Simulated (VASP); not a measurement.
# Sr19Ca5 in VASP: notebook

Runs on Sr19Ca5. Level: PBE. Tasks: single point.

All numbers are computed with VASP 6.6.1; they aren't measurements. Logs are shortened: lines on timing, memory, paths and dates and some standing lists are left out, and cuts for length are marked.

## 1. The cell of the first run

The cell holds a disordered packing, 24 atoms: a = 10.499 Å, b = 10.393 Å, c = 11.201 Å, α = 87.65°, β = 89.24°, γ = 91.82°.

## 2. Single point, PBE

The input, INCAR:

```
SYSTEM = Sr19Ca5
PREC = Accurate
ENCUT = 520
EDIFF = 1E-7
ISMEAR = -1
SIGMA = 0.05
LREAL = Auto
LASPH = .TRUE.
NELM = 100
ALGO = Normal
ISIF = 2
LWAVE = .FALSE.
LCHARG = .FALSE.
GGA = PE
ISYM = 0
NBANDS = 138
```

The input, KPOINTS:

```
Automatic mesh
0
Gamma
  1 1 1
  0.25 0.25 0.25
```

The input, POSCAR:

```
Sr19Ca5
1.0
   10.4978800000     -0.1668760000      0.0738540000
   -0.1668760000     10.3895350000      0.2213770000
    0.0738540000      0.2213770000     11.1990180000
Sr Ca
19 5
Direct
    0.3037581997      0.7068556361      0.7662294731
    0.8352065951      0.3756691661      0.7118173343
    0.1507144945      0.0285300921      0.7118275214
    0.5690466082      0.2745189653      0.4920738092
    0.2566763452      0.5966185359      0.4030769308
    0.8235152611      0.9996519488      0.5057617690
    0.4403267722      0.1974478696      0.1927951799
    0.4865607645      0.3985839341      0.8440108075
    0.1475895014      0.1134087631      0.3845739719
    0.2582649396      0.8715944186      0.0812799072
    0.5181216804      0.0490786473      0.8255046789
    0.9239927276      0.8312224061      0.2159706251
    0.2557243437      0.5075328328      0.0951414346
    0.9866522340      0.7118072150      0.5716520002
    0.4675908213      0.9214037859      0.4310104637
    0.7263164908      0.3379219237      0.0754149587
    0.0576714862      0.2030398699      0.0500871927
    0.9605783461      0.6268618223      0.9477074380
    0.5866650025      0.7352386030      0.1055715355
    0.9309644793      0.4476017078      0.3230508091
    0.6457428647      0.6222631579      0.4319966764
    0.8188280483     -0.0288523314      0.8966697362
    0.6531615674      0.7249520659      0.7400458408
    0.1853113710      0.3685538376      0.6634610884
```

Potentials or basis: VASP PAW PBE potentials, release 64 (Sr_sv, Ca_sv).

Started as:

```
cat potpaw_PBE.64/Sr_sv/POTCAR potpaw_PBE.64/Ca_sv/POTCAR > POTCAR
mpirun -np 1 vasp_std > vasp.out
```

OUTCAR:

```text
SYSTEM = Sr19Ca5
   PREC = Accurate
   ENCUT = 520
   EDIFF = 1E-7
   ISMEAR = -1
   LREAL = Auto
   LASPH = .TRUE.
   NELM = 100
   ISIF = 2
   GGA = PE
   ISYM = 0

 ion  position               nearest neighbor table
   1  0.304  0.707  0.766-  23 3.67   3 3.79   8 3.86  24 3.91  14 4.00  10 4.01  18 4.16  13 4.17
                            11 4.23   5 4.30  15 4.57  19 4.87
   2  0.835  0.376  0.712-  24 3.71   4 3.90   8 3.95  18 4.00  14 4.04  16 4.21   6 4.62  17 4.79
                            11 4.80   3 4.97
   3  0.151  0.029  0.712-  24 3.56   9 3.74   1 3.79  22 4.04  14 4.05  11 4.08   6 4.17  17 4.38
                            10 4.56  15 4.74   2 4.97
   4  0.569  0.275  0.492-  21 3.71   7 3.74  15 3.88   2 3.90   6 3.97   8 4.28  11 4.34   5 4.84
                             9 4.87  16 4.94
   5  0.257  0.597  0.403-  13 3.61  14 3.65  24 3.73  20 3.84  15 4.00  21 4.10   1 4.30  10 4.51
                            12 4.78   4 4.84  19 4.92   9 5.13
   6  0.824  1.000  0.506-  14 3.55   9 3.78  12 3.90  15 3.91   4 3.97  23 4.14   3 4.17   2 4.62
                            11 4.83
   7  0.440  0.197  0.193-  16 3.51   4 3.74   9 3.78  15 3.86  13 3.94  10 4.08  17 4.34   8 4.37
                            11 4.53
   8  0.487  0.399  0.844-  11 3.67  16 3.69  24 3.79   1 3.86  23 3.89  13 3.91   2 3.95   4 4.28
                             7 4.37  19 4.76
   9  0.148  0.113  0.385-   3 3.74   6 3.78   7 3.78  17 3.96  15 3.99  12 4.22  10 4.47  14 4.84
                             4 4.87   5 5.13
  10  0.258  0.872  0.081-  19 3.78  13 3.78  12 3.81   1 4.01   7 4.08  17 4.10  11 4.25  18 4.29
                             9 4.47   5 4.51   3 4.56  15 4.56
  11  0.518  0.049  0.826-  22 3.38   8 3.67  23 3.85   3 4.08   1 4.23  10 4.25   4 4.34  19 4.51
                             7 4.53  16 4.70  15 4.70   2 4.80   6 4.83
  12  0.924  0.831  0.216-  18 3.77  10 3.81  19 3.88   6 3.90  22 3.99  20 4.12  14 4.19   9 4.22
                            17 4.40   5 4.78  13 5.13
  13  0.256  0.508  0.095-   5 3.61  18 3.75  10 3.78  17 3.79   8 3.91   7 3.94  19 4.15   1 4.17
                            12 5.13
  14  0.987  0.712  0.572-   6 3.55   5 3.65  23 3.96   1 4.00  21 4.02  20 4.03   2 4.04   3 4.05
                            12 4.19  18 4.27   9 4.84
  15  0.468  0.921  0.431-  21 3.68   7 3.86   4 3.88   6 3.91   9 3.99   5 4.00  19 4.38  10 4.56
                             1 4.57  11 4.70   3 4.74
  16  0.726  0.338  0.075-   7 3.51   8 3.69  20 3.72  17 3.80  18 4.02   2 4.21  19 4.45  11 4.70
                             4 4.94
  17  0.058  0.203  0.050-  13 3.79  16 3.80  22 3.89   9 3.96  10 4.10   7 4.34   3 4.38  12 4.40
                            18 4.65   2 4.79
  18  0.961  0.627  0.948-  13 3.75  12 3.77  22 3.94   2 4.00  16 4.02  23 4.13   1 4.16  14 4.27
                            10 4.29  19 4.48  17 4.65
  19  0.587  0.735  0.106-  10 3.78  21 3.86  12 3.88  22 4.05  13 4.15  23 4.15  15 4.38  16 4.45
                            18 4.48  11 4.51   8 4.76   1 4.87   5 4.92
  20  0.931  0.448  0.323-  16 3.72   5 3.84  14 4.03  12 4.12
  21  0.646  0.622  0.432-  15 3.68   4 3.71  19 3.86  14 4.02   5 4.10
  22  0.819  0.971  0.897-  11 3.38  17 3.89  18 3.94  12 3.99   3 4.04  19 4.05
  23  0.653  0.725  0.740-   1 3.67  11 3.85   8 3.89  14 3.96  18 4.13   6 4.14  19 4.15
  24  0.185  0.369  0.663-   3 3.56   2 3.71   5 3.73   8 3.79   1 3.91

IMPORTANT INFORMATION: All symmetrisations will be switched off!
NOSYMM: (Re-)initialisation of all symmetry stuff for point group C_1.

----------------------------------------------------------------------------------------

                                     Primitive cell

  volume of cell :    1220.5671

  direct lattice vectors                    reciprocal lattice vectors
    10.497880000 -0.166876000  0.073854000     0.095286516  0.001544525 -0.000658916
    -0.166876000 10.389535000  0.221377000     0.001544525  0.096316292 -0.001914122
     0.073854000  0.221377000 11.199018000    -0.000658916 -0.001914122  0.089335726

  length of vectors
    10.499466011 10.393233034 11.201449297     0.095301311  0.096347691  0.089358659

  position of ions in fractional coordinates (direct lattice)
     0.303758200  0.706855636  0.766229473
     0.835206595  0.375669166  0.711817334
     0.150714495  0.028530092  0.711827521
     0.569046608  0.274518965  0.492073809
     0.256676345  0.596618536  0.403076931
     0.823515261  0.999651949  0.505761769
[... 16 lines left out ...]
     0.653161567  0.724952066  0.740045841
     0.185311371  0.368553838  0.663461088

  ion indices of the primitive-cell ions
   primitive index   ion index
                 1           1
                 2           2
                 3           3
                 4           4
                 5           5
                 6           6
[... 16 lines left out ...]
                23          23
                24          24

----------------------------------------------------------------------------------------

 KPOINTS: Automatic mesh

Automatic generation of k-mesh.
 Grid dimensions read from file:
 generate k-points for:    1    1    1

 Generating k-lattice:

  Cartesian coordinates                     Fractional coordinates (reciprocal lattice)
     0.095286516  0.001544525 -0.000658916     1.000000000 -0.000000000  0.000000000
     0.001544525  0.096316292 -0.001914122     0.000000000  1.000000000  0.000000000
    -0.000658916 -0.001914122  0.089335726     0.000000000  0.000000000  1.000000000

  Length of vectors
     0.095301311  0.096347691  0.089358659

  Shift w.r.t. Gamma in fractional coordinates (k-lattice)
     0.250000000  0.250000000  0.250000000

 Subroutine IBZKPT returns following result:
 ===========================================

 Found      1 irreducible k-points:

 Following reciprocal coordinates:
            Coordinates               Weight
  0.250000  0.250000  0.250000      2.000000
   k-points           NKPTS =      1   k-points in BZ     NKDIM =      1   number of bands    NBANDS=    138
   number of dos      NEDOS =    301   number of ions     NIONS =     24
   total plane-waves  NPLWV = 537600
   dimension x,y,z NGX =    80 NGY =   80 NGZ =   84
   dimension x,y,z NGXF=   160 NGYF=  160 NGZF=  168
   ions per type =              19   5
   NGX,Y,Z   is equivalent  to a cutoff of  12.67, 12.80, 12.47 a.u.
   NGXF,Y,Z  is equivalent  to a cutoff of  25.33, 25.59, 24.93 a.u.
 SYSTEM =  Sr19Ca5
   PREC   = accura    normal or accurate (medium, high low for compatibility)
   ISTART =      0    job   : 0-new  1-cont  2-samecut
   ICHARG =      2    charge: 1-file 2-atom 10-const
   ISPIN  =      1    spin polarized calculation?
   LNONCOLLINEAR =      F non collinear calculations
   LSORBIT =      F    spin-orbit coupling
   LASPH  =      T    aspherical Exc in radial PAW
   ENCUT  =  520.0 eV  38.22 Ry    6.18 a.u.  19.52 19.32 20.83*2*pi/ulx,y,z
   NELM   =    100;   NELMIN=  2; NELMDL= -5     # of ELM steps
   EDIFF  = 0.1E-06   stopping-criterion for ELM
   LREAL  =      T    real-space projection
   EDIFFG = 0.1E-05   stopping-criterion for IOM
   NSW    =      0    number of steps for IOM
   IBRION =     -1    ionic relax: 0-MD 1-quasi-New 2-CG
   NFREE  =      0    steps in history (QN), initial steepest desc. (CG)
   ISIF   =      2    stress and relaxation
   ISYM   =      0    0-nonsym 1-usesym 2-fastsym
   POTIM  = 0.5000    time-step for ionic-motion
   TEBEG  =    0.0;   TEEND  =   0.0 temperature during run
   PSTRESS=    0.0 pullay stress
   NELECT =     240.0000    total number of electrons
   NUPDOWN=      -1.0000    fix difference up-down
   EMIN   =  10.00;   EMAX   =-10.00  energy-range for DOS
   EFERMI =   0.00;   METHOD = LEGACY
   ISMEAR =    -1;   SIGMA  =   0.05  broadening in eV -4-tet -1-fermi 0-gaus
   EFERMI_NEDOS =   21; number of points for ismear=-14 and -15
   IALGO  =     38    algorithm
   IMIX   =      4    mixing-type and parameters
     AMIX     =   0.40;   BMIX     =  1.00
     AMIX_MAG =   1.60;   BMIX_MAG =  1.00
  volume/ion in A,a.u.               =      50.86       343.20
  Fermi-wavevector in a.u.,A,eV,Ry     =   0.951973  1.798968 12.330319  0.906253
  Thomas-Fermi vector in A             =   2.080493
   LORBIT       =      0    0 simple, 1 ext, 2 COOP (PROOUT), +10 PAW based schemes
   GGA     = PE    functional components
   LHFCALC =     F    Hartree Fock is set to
   AEXX    =    0.0000 exact exchange contribution
   IVDW    =     0    specifies the selected vdW correction
   LEPSILON=     F    determine dielectric tensor
   LRPA    =     F    only Hartree local field effects (RPA)
 non-spin polarized calculation
  energy-cutoff  :      520.00
  volume of cell :     1220.57
 maximum number of plane-waves:     32875
 NGX is ok and might be reduce to    80
   NGX = 39   NGY = 39   NGZ = 41

 number of electron     240.0000007 magnetization

 Free energy of the ion-electron system (eV)
  ---------------------------------------------------
  ext. energy  EPLUGINS =         0.00000000
  ---------------------------------------------------
  free energy    TOTEN  =       -35.56282358 eV

  energy without entropy =      -35.22787279  energy(sigma->0) =      -35.39534818

 E-fermi :   1.6524     XC(G=0):  -7.4776

 val. band max:        1.6331042268   @ k =   0.2500   0.2500   0.2500
 cond. band min:       1.6670527681   @ k =   0.2500   0.2500   0.2500
 fundamental gap:      0.0339485413
 Fermi energy:         1.6524260174

 k-point     1 :       0.2500    0.2500    0.2500
  band No.  band energies     occupation
      1     -40.7361      2.00000
      2     -40.6629      2.00000
      3     -40.6189      2.00000
      4     -40.5447      2.00000
      5     -40.3786      2.00000
      6     -34.9656      2.00000
[... 124 lines left out ...]
    131       2.1644      0.00007
    132       2.1868      0.00005
 [bands above 132 left out]

------------------------ aborting loop because EDIFF is reached ----------------------------------------

  FORCE on cell =-STRESS in cart. coord.  units (eV):
  Direction    XX          YY          ZZ          XY          YZ          ZX
  --------------------------------------------------------------------------------------
  -------------------------------------------------------------------------------------
  Total       13.9206152      8.3647122      2.4485319     -1.7463386     -0.8632444      0.9488655
  in kB       18.2728954     10.9799394      3.2140653     -2.2923314     -1.1331377      1.2455283
  external PRESSURE =      10.8223000 kB  Pullay stress =       0.0000000 kB

 VOLUME and BASIS-vectors are now :
 -----------------------------------------------------------------------------
  energy-cutoff  :      520.00
  volume of cell :     1220.57
      direct lattice vectors                 reciprocal lattice vectors
    10.497880000 -0.166876000  0.073854000     0.095286516  0.001544525 -0.000658916
    -0.166876000 10.389535000  0.221377000     0.001544525  0.096316292 -0.001914122
     0.073854000  0.221377000 11.199018000    -0.000658916 -0.001914122  0.089335726

 POSITION                                       TOTAL-FORCE (eV/Angst)
 -----------------------------------------------------------------------------------
      3.12745      7.46284      8.75993        -0.013619     -0.056786     -0.214097
      8.75778      3.92123      8.11650         0.101636     -0.402220     -0.067433
      1.62999      0.42885      7.98922        -0.067917     -0.142695      0.470523
      5.96431      2.86610      5.61354        -0.397953      0.318977      0.233635
      2.62476      6.24499      4.66510         0.578563      0.081521     -0.073861
      8.51570     10.36046      5.94616        -0.520250      0.592164      0.317801
[... 16 lines left out ...]
      6.79049      7.58675      8.49651         0.166173     -0.215798     -0.001925
      1.93287      3.94505      7.52539         0.053678      0.201159      0.047496
 -----------------------------------------------------------------------------------
    total drift:                                0.000629     -0.003377     -0.001312

  FREE ENERGIE OF THE ION-ELECTRON SYSTEM (eV)
  ---------------------------------------------------
  free  energy   TOTEN  =       -35.5628235766 eV

  energy  without entropy=      -35.2278727850  energy(sigma->0) =      -35.39534818
```

It took 7.5 min on 1 thread of Intel Xeon Platinum 8375C at 2.90GHz (Ice Lake), shared host; peak memory 1 GiB.

Results:

* Free energy: -35.5628 eV
* Pressure: 1.1 GPa
* Largest force: 0.850 eV/Å

Forces on the atoms (eV/Å):
```
Sr  -0.014 -0.057 -0.214
Sr   0.102 -0.402 -0.067
Sr  -0.068 -0.143  0.471
Sr  -0.398  0.319  0.234
Sr   0.579  0.082 -0.074
Sr  -0.520  0.592  0.318
Sr  -0.240 -0.137 -0.457
Sr  -0.194  0.168 -0.207
Sr   0.063  0.211 -0.118
Sr  -0.192  0.374  0.001
Sr  -0.579  0.017 -0.234
Sr   0.006  0.010  0.386
Sr   0.221 -0.218 -0.128
Sr  -0.029 -0.260  0.244
Sr  -0.283 -0.214  0.348
Sr   0.220  0.127  0.071
Sr   0.236 -0.033 -0.350
Sr  -0.119 -0.023 -0.290
Sr   0.043 -0.232 -0.235
Ca   0.114 -0.250  0.163
Ca   0.105 -0.100  0.029
Ca   0.727  0.184  0.066
Ca   0.166 -0.216 -0.002
Ca   0.054  0.201  0.047
```

Levels at points of the mesh, in eV from the Fermi level:
| k point | band 116 | band 117 | band 118 | band 119 | band 120 | band 121 | band 122 | band 123 | band 124 | band 125 |
| --- | --- | --- | --- | --- | --- | --- | --- | --- | --- | --- |
| (0.25, 0.25, 0.25) | -0.27 | -0.20 | -0.12 | -0.06 | -0.02 | 0.01 | 0.07 | 0.12 | 0.18 | 0.24 |

Caveat: the k points lie up to 0.61 Å⁻¹ apart; the atoms stand as in a frame of molecular dynamics.

## 3. Single point, PBE

The input, INCAR:

```
  PREC = Accurate
  ENCUT = 520
  EDIFF = 1E-6
  ISMEAR = -1
  SIGMA = 0.0957
  LREAL = Auto
  LASPH = True
  NELM = 80
  ALGO = Normal
  ISIF = 2
  LWAVE = False
  LCHARG = False
  GGA = PE
  ISYM = 0
  NBANDS = 138
```

KPOINTS is that of step 2.

The input, POSCAR:

```
Sr19Ca5
1.0
   10.4978800000     -0.1668760000      0.0738540000
   -0.1668760000     10.3895350000      0.2213770000
    0.0738540000      0.2213770000     11.1990180000
Sr Ca
19 5
Direct
    0.2803892994      0.7053346901      0.7505106475
    0.8244965119      0.3416624185      0.7265932096
    0.1444942529      1.0257777580      0.7209814216
    0.5896710900      0.2613299006      0.4931533284
    0.2770112746      0.5896326679      0.3511986049
    0.8090553115      0.9568553640      0.5310697116
    0.4185000152      0.2035617866      0.1978990660
    0.4601060521      0.4118837711      0.7966446463
    0.1639031947      0.1345231146      0.3563599746
    0.2546630918      0.8955759846      0.0895084897
    0.5311697589      0.0436450004      0.8082150586
    0.8947129873      0.8376654522      0.2025033804
    0.2513749495      0.5236359641      0.0615703980
    1.0142674561      0.6731952243      0.5821767902
    0.5009630544      0.9026742722      0.4387120864
    0.7238725074      0.3205000844      0.0597808462
    0.0354074651      0.2282930763      0.0497104461
    0.9821760238      0.6497283795      0.9418452093
    0.6171566405      0.7570252854      0.1138597622
    0.9259312634      0.4548262376      0.3474868247
    0.6285462236      0.5809742143      0.3952639435
    0.8570248383      0.9825788806      0.9003564351
    0.6759863592      0.7148785595      0.7518806589
    0.1661292697      0.3231931813      0.6704044187
```

Potentials or basis: VASP PAW PBE potentials, release 64 (Sr_sv, Ca_sv).

Started as:

```
cat potpaw_PBE.64/Sr_sv/POTCAR potpaw_PBE.64/Ca_sv/POTCAR > POTCAR
mpirun -np 1 vasp_std > vasp.out
```

It took 5.8 min on 1 thread of AMD EPYC 7R13 (Zen 3), shared host; peak memory 0.99 GiB.

Results (log left out):

```yaml
Free_energy: -33.2821 eV
Pressure: 1.5 GPa
Largest_force: 1.744 eV/Å
```

Forces on the atoms (eV/Å):
```
Sr   1.031  0.170 -0.028
Sr   0.291 -0.036 -0.089
Sr   0.053 -0.816  0.080
Sr  -0.427 -0.216 -0.100
Sr   0.005 -0.059  0.891
Sr   0.784  0.679  0.141
Sr   0.802  0.447 -0.823
Sr   0.382 -0.258  0.196
Sr  -1.004 -0.321  1.117
Sr  -0.093  0.004 -0.280
Sr  -0.363  0.059  0.048
Sr   1.209  0.358  1.206
Sr   0.699 -0.554 -0.243
Sr  -0.675  0.060 -0.323
Sr  -1.058 -0.035 -0.060
Sr  -0.633  0.483  0.305
Sr   0.914 -0.113 -0.264
Sr  -0.746 -0.217 -0.232
Sr  -1.391 -0.343 -0.900
Ca   0.284 -0.505 -0.446
Ca   0.191  0.297  0.479
Ca  -0.153 -0.030 -0.292
Ca  -0.122 -0.369  0.014
Ca   0.021  1.317 -0.395
```

Stress tensor (GPa, compression positive):
```
 2.74 -0.15  0.10
-0.15  1.15 -0.22
 0.10 -0.22  0.57
```

Levels at points of the mesh, in eV from the Fermi level:
```tsv
k point	band 115	band 116	band 117	band 118	band 119	band 120	band 121	band 122	band 123	band 124
(0.25, 0.25, 0.25)	-0.37	-0.27	-0.21	-0.10	-0.05	0.00	0.04	0.07	0.13	0.16
```

Caveat: the k points lie up to 0.61 Å⁻¹ apart; the atoms stand as in a frame of molecular dynamics.
